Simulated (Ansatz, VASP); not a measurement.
## Al in VASP and in Ansatz

```
Al
1.0
     2.82708    0.00000    0.00000
    -1.41354    2.44832    0.00000
     0.00000    0.00000    9.18599
Al
4
Direct
  0.00770 0.99596 0.00119
  0.33544 0.66073 0.24984
  0.99889 0.00017 0.49987
  0.67292 0.33890 0.75096
```

Alike in both runs: task single point; functional r2SCAN; k mesh 6 × 6 × 2; occupations fermi-dirac, width 0.15 eV; no spin polarisation.

|  | VASP | Ansatz |
| --- | --- | --- |
| version | VASP 6.6.1 | Ansatz 0.2.0 |
| potentials or method | VASP PAW PBE potentials, release 64 (Al), cutoff 520 eV | plane waves, PAW |
| valence electrons in the cell | 12 | 12 |

|  | VASP | Ansatz | Ansatz less VASP |
| --- | --- | --- | --- |
| pressure (GPa) | 0.6 | 0.9 | +0.33 |
| traceless stress, the component that is largest in VASP (GPa) | 1.69 | 1.69 | +0.004 |
| rms of the force components (eV/Å) | 0.026 | 0.027 | +0.0002 |

VASP's potentials were made for PBE, not for r2SCAN. Atom by atom the forces differ by 0.000 eV/Å (rms over components). With one functional, cell and mesh, what is left measures potentials, basis and numerics. Ansatz's warnings: stress scf threshold loose.

The k mesh is coarse, so the values compare programs but aren't converged.
